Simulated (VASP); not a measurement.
Si, 2 atoms in the cell. It takes space group Fd-3m (No. 227, cubic). The conventional cell has a = 5.354 Å, b = 5.354 Å, c = 5.354 Å, α = 90.00°, β = 90.00°, γ = 90.00°. Within 3.1 Å of Si (site symmetry -43m) lie 4 Si at 2.32 Å. 

```yaml
Program: VASP 6.6.1
Task: single point
Functional: PBE
Potentials_or_basis: VASP PAW PBE potentials, release 64 (Si)
Cutoff: 520 eV
k_mesh: 6 × 6 × 6
Occupations: gaussian, width 0.01 eV
Spin: no spin polarisation
Dipole_correction: no
Further_INCAR_settings: ALGO = Normal; EDIFF = 1e-07; NBANDS = 11
```

Potentials or basis: VASP PAW PBE potentials, release 64 (Si).

Run with:

```bash
$ cat potpaw_PBE.64/Si/POTCAR > POTCAR
$ mpirun -np 1 vasp_std > vasp.out
```

Hardware: 1 thread of Intel(R) Xeon(R) 6975P-C (Granite Rapids), on a shared host.

Q: How long does it take, and how much memory?

A: Run time: 3.5 s on 1 thread of Intel(R) Xeon(R) 6975P-C (Granite Rapids), with other jobs on the host, peak memory 0.14 GiB. Counts: scf iterations 13, k points 16.
